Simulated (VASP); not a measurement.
MgS, 2 atoms in the cell. The structure is cubic, space group Fm-3m (No. 225). The conventional cell has a = 5.068 Å, b = 5.068 Å, c = 5.068 Å, α = 90.00°, β = 90.00°, γ = 90.00°. Within 3.3 Å of Mg (site symmetry m-3m) lie 6 S at 2.53 Å. S (site symmetry m-3m) has 6 Mg at 2.53 Å within 3.3 Å. 

* Program: VASP 6.6.1
* Task: single point
* Functional: PBE
* Potentials or basis: VASP PAW PBE potentials, release 64 (Mg, S)
* Cutoff: 500 eV
* k mesh: 8 × 8 × 8, shifted
* Occupations: gaussian, width 0.02 eV
* Spin: no spin polarisation
* Dipole correction: no
* Further INCAR settings: ALGO = Normal; EDIFF = 1e-06; NBANDS = 11; ISYM = -1

Potentials or basis: VASP PAW PBE potentials, release 64 (Mg, S).

Command:

```sh
$ cat potpaw_PBE.64/Mg/POTCAR potpaw_PBE.64/S/POTCAR > POTCAR
$ mpirun -np 1 vasp_std > vasp.out
```

Hardware: 1 thread of Intel(R) Xeon(R) Platinum 8259CL CPU @ 2.50GHz (Skylake/Cascade Lake), with other jobs on the host.

Question: How long does it take, and how much memory?

Answer: It took 110 s on 1 thread of Intel(R) Xeon(R) Platinum 8259CL CPU @ 2.50GHz (Skylake/Cascade Lake) (shared host), peak memory 0.22 GiB. Counts: scf iterations 12, k points 256.
